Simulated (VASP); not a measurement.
Mg3Sb2, 5 atoms in the cell. Symmetry: P-3m1, No. 164, trigonal system. Conventional cell: a = 4.582 Å, b = 4.582 Å, c = 7.244 Å, α = 90.00°, β = 90.00°, γ = 120.00°. Mg (site symmetry 3m) has 4 Sb at 2.82 to 2.86 Å and 6 Mg at 3.25 to 3.77 Å within 3.8 Å. Mg (site symmetry -3m) has 6 Sb at 3.15 Å and 6 Mg at 3.77 Å within 4.1 Å. Sb (site symmetry 3m) has 7 Mg at 2.82 to 3.15 Å within 3.7 Å. 

| Quantity | Value |
| --- | --- |
| Program | VASP 6.6.1 |
| Task | relaxation of cell and atoms |
| Functional | PBE |
| Potentials or basis | VASP PAW PBE potentials, release 64 (Mg, Sb) |
| Cutoff | 600 eV |
| k mesh | 6 × 6 × 4 |
| Occupations | fermi-dirac, width 0.02 eV |
| Spin | no spin polarisation |
| Dipole correction | no |
| Further INCAR settings | ALGO = Normal; EDIFF = 1e-07; IBRION = 2; EDIFFG = -0.005; NSW = 80; ISIF = 3 |

Potentials or basis: VASP PAW PBE potentials, release 64 (Mg, Sb).

Launch:

```console
$ cat potpaw_PBE.64/Mg/POTCAR potpaw_PBE.64/Sb/POTCAR > POTCAR
$ mpirun -np 1 vasp_std > vasp.out
```

Hardware: 1 thread of Intel Xeon 8259CL, with other jobs on the host.

Task: How long does it take, and how much memory?

Result: Run time: 8.9 min on 1 thread of Intel Xeon 8259CL, with other jobs on the host, peak memory 0.34 GiB. Counts: scf iterations 70, k points 24, ion steps 9.
